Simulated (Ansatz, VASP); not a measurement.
One calculation of VH, two programs

File INCAR:

```
ALGO = Normal ; EDIFF = 1E-6
ENCUT = 500 ; GGA = PS
GGA_COMPAT = False ; ISIF = 2
ISMEAR = -1 ; ISPIN = 2
LASPH = True ; LCHARG = False
LMAXMIX = 4 ; LORBIT = 11
LREAL = False ; LWAVE = False
MAGMOM = 2 0 ; NBANDS = 18
NELM = 200 ; PREC = Accurate
SIGMA = 0.1
```

The input KPOINTS:

```
k-points
0
Gamma
  14 14 14
```

The input POSCAR:

```
VH
1.0
    0.0000000000      1.9637550000      1.9637550000
    1.9637550000      0.0000000000      1.9637550000
    1.9637550000      1.9637550000      0.0000000000
V H
1 1
Direct
    0.0000000000      0.0000000000      0.0000000000
    0.5000000000      0.5000000000      0.5000000000
```

Input for Ansatz:

```yaml
crystal:
  lattice:
    bravais: fcc
    a: 3.92751
  space_group: 225
  atoms:
    - { symbol: V, position: [0.0, 0.0, 0.0] }
    - { symbol: H, position: [0.5, 0.0, 0.0] }
  reduce_to_primitive: true
kpoints:
  mp_grid:
    grid: [14, 14, 14]
hamiltonian:
  xc: pbesol
  pseudopotentials:
    kind: all_electron
    lapw: {}
magnetization:
  spin_polarized: true
  per_species:
    V: 2.0
scf:
  occupations:
    method: fermi_dirac
    width: 0.1
output:
  forces: true
```

Alike in both runs: task single point; functional PBEsol; k mesh 14 × 14 × 14; occupations fermi-dirac, width 0.1 eV; collinear spin.

|  | VASP | Ansatz |
| --- | --- | --- |
| version | VASP 6.6.1 | Ansatz 0.2.0 |
| potentials or method | VASP PAW PBE potentials, release 64 (V_sv, H), cutoff 500 eV | all-electron (LAPW or listed datasets) |

```csv
,VASP,Ansatz,Ansatz less VASP
net moment per atom (μB),0.00,0.00,0.000
```

VASP's potentials were made for PBE, not for PBEsol. Ansatz ran all-electron here, and VASP with PAW potentials. Ansatz's warnings: seeded moment not kept.
